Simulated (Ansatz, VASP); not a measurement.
Re in VASP and in Ansatz

```
Re
1.0
     1.38392    0.79901    6.76559
    -1.38392    0.79901    6.76559
     0.00000   -1.59802    6.76559
Re
3
Direct
  0.00000 0.00000 0.00000
  0.22217 0.22217 0.22217
  0.77783 0.77783 0.77783
```

Change from the starting cell: zz strain of +1 %, crystal datasets.

Alike in both runs: task electric field gradients; functional PBE; k mesh 15 × 15 × 15; occupations fermi-dirac, width 0.05 eV; no spin polarisation.

|  | VASP | Ansatz |
| --- | --- | --- |
| version | VASP 6.6.1 | Ansatz 0.2.0 |
| potentials or method | VASP PAW PBE potentials, release 64 (Re), cutoff 520 eV | all-electron PAW with datasets made for the crystal, scalar-relativistic |

|  | VASP | Ansatz | Ansatz less VASP |
| --- | --- | --- | --- |
| pressure (GPa) | -0.6 | 0.0 | +0.63 |
| traceless stress, the component that is largest in VASP (GPa) | -3.38 | -3.34 | +0.038 |
| rms of the force components (eV/Å) | 0.022 | 0.020 | -0.0017 |
| size of Vzz on the site where it differs most (V/Å²) | 16.3 | 6.2 | -10.14 |

Atom by atom the forces differ by 0.002 eV/Å (rms over components). Ansatz ran all-electron here, and VASP with PAW potentials.

Neither program's run includes spin-orbit coupling.
